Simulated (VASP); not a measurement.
Here is a VASP 6.6.1 calculation.

The input INCAR:

```
ALGO     = Normal         # electronic algorithm
EDIFF    = 1E-6           # SCF threshold, eV
ENCUT    = 520            # plane-wave cutoff, eV
GGA      = PS             # functional
ISIF     = 2              # what is computed and relaxed
ISMEAR   = 0              # smearing method
IVDW     = 12             # dispersion correction
LASPH    = T              # aspherical terms in the spheres
LCHARG   = F              # write CHGCAR
LREAL    = F              # projectors in reciprocal space
LWAVE    = F              # write WAVECAR
NBANDS   = 16             # bands
NELM     = 80             # most SCF steps
PREC     = Accurate       # precision mode
SIGMA    = 0.05           # smearing width, eV
```

The input KPOINTS:

```
k-points
0
Gamma
  8 8 8
```

Contents of POSCAR:

```
GaP
1.0
    0.0000000000      2.7084214190      2.7084214190
    2.7084214190      0.0000000000      2.7084214190
    2.7084214190      2.7084214190      0.0000000000
Ga P
1 1
Direct
    0.0000000000      0.0000000000      0.0000000000
    0.7500000000      0.7500000000      0.7500000000
```

Potentials or basis: VASP PAW PBE potentials, release 64 (Ga_d, P).

Run with:

```console
$ cat potpaw_PBE.64/Ga_d/POTCAR potpaw_PBE.64/P/POTCAR > POTCAR
$ mpirun -np 1 vasp_std > vasp.out
```

Question: Predict the band gap on the k mesh.

Answer: 1.48 eV, indirect (least direct gap 1.90 eV).

Question: What does it give for the pressure?

Answer: -1.3 GPa.

Caveat: the PAW data sets were made with another functional, which shifts forces and pressure a little.

**Experimental background.**

“Stacking defects in GaP nanowires: Electronic structure and optical properties”, 2018, arxiv:1810.01194 quotes, for a bulk crystal of GaP at 10 K: band gap 2.34 eV (indirect).

A measured gap of GaP is 2.34 eV (indirect; 10 K; quoted in “Stacking defects in GaP nanowires: Electronic structure and optical properties”, 2018, arxiv:1810.01194); the calculated 1.48 eV misses it by -0.86 eV. Spin-orbit coupling on Ga is left out. The value is that of PBEsol+D3(BJ) on a finite k mesh, which can miss the band edges, without temperature or zero-point motion. Semilocal functionals fall short of measured gaps as a rule.
